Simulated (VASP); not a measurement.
A run of VASP 6.6.1 is set up as follows.

File INCAR:

```
ALGO = Normal
EDIFF = 1E-7
ENCUT = 520
GGA = PE
ISIF = 2
ISMEAR = 0
LASPH = T
LCHARG = F
LREAL = F
LWAVE = F
NBANDS = 28
NELM = 60
PREC = Accurate
SIGMA = 0.1
```

File KPOINTS:

```
k-points
0
Gamma
  3 3 4
```

The input POSCAR:

```
MgCdS4
1.0
    5.8609733392      0.0000000029      0.0000000000
   -2.9304866721      5.0757518012      0.0000000000
    0.0000000000      0.0000000000      4.0938322320
Mg Cd S
1 1 4
Direct
    0.0000000000      0.0000000000      0.0000000000
    0.6666666667      0.3333333333      0.0000000000
    0.3333333333      0.6666666667      0.0000000000
    0.6718115287      0.8359057644      0.5000000000
    0.1640942356      0.8359057644      0.5000000000
    0.1640942356      0.3281884713      0.5000000000
```

Potentials or basis: VASP PAW PBE potentials, release 64 (Mg, Cd, S).

Run with:

```bash
$ cat potpaw_PBE.64/Mg/POTCAR potpaw_PBE.64/Cd/POTCAR potpaw_PBE.64/S/POTCAR > POTCAR
$ mpirun -np 1 vasp_std > vasp.out
```

(1) Predict the band gap on the k mesh.

(2) Estimate the largest force.

(3) What does it give for the pressure?

## Answers

(1) zero (band 19 reaches 4.56 eV, above the bottom of band 20 at 3.49 eV).

(2) 0.033 eV/Å.

(3) 0.1 GPa.

Caveat: the k points lie up to 0.41 Å⁻¹ apart.
